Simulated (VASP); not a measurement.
A run of VASP 6.6.1:

The input INCAR:

```
  PREC = Accurate
  ENCUT = 520
  EDIFF = 1E-7
  ISMEAR = -1
  SIGMA = 0.1
  LREAL = F
  LASPH = T
  NELM = 100
  ALGO = Normal
  ISIF = 2
  LWAVE = F
  LCHARG = F
  GGA = B5
  ALDAX = 1.0
  AGGAX = 1.0
  AGGAC = 1.0
  ALDAC = 0.0
  NBANDS = 22
```

File KPOINTS:

```
Automatic mesh
0
Gamma
  10 10 10
```

File POSCAR:

```
Rh
1.0
    0.0000000000      2.8078605047      2.8078605047
    2.8078605047      0.0000000000      2.8078605047
    2.8078605047      2.8078605047      0.0000000000
Rh
2
Direct
    0.1250000000      0.1250000000      0.1250000000
    0.8750000000      0.8750000000      0.8750000000
```

Potentials or basis: VASP PAW PBE potentials, release 64 (Rh_pv).

The run is started by

```bash
$ cat potpaw_PBE.64/Rh_pv/POTCAR > POTCAR
$ mpirun -np 1 vasp_std > vasp.out
```

Hardware: 1 thread of Intel Xeon 8259CL, on a shared host.

Task: Estimate the wall time of this run.

Result: Run time: 110 s on 1 thread of Intel Xeon 8259CL (shared host), peak memory 0.19 GiB. Counts: scf iterations 13, k points 47.
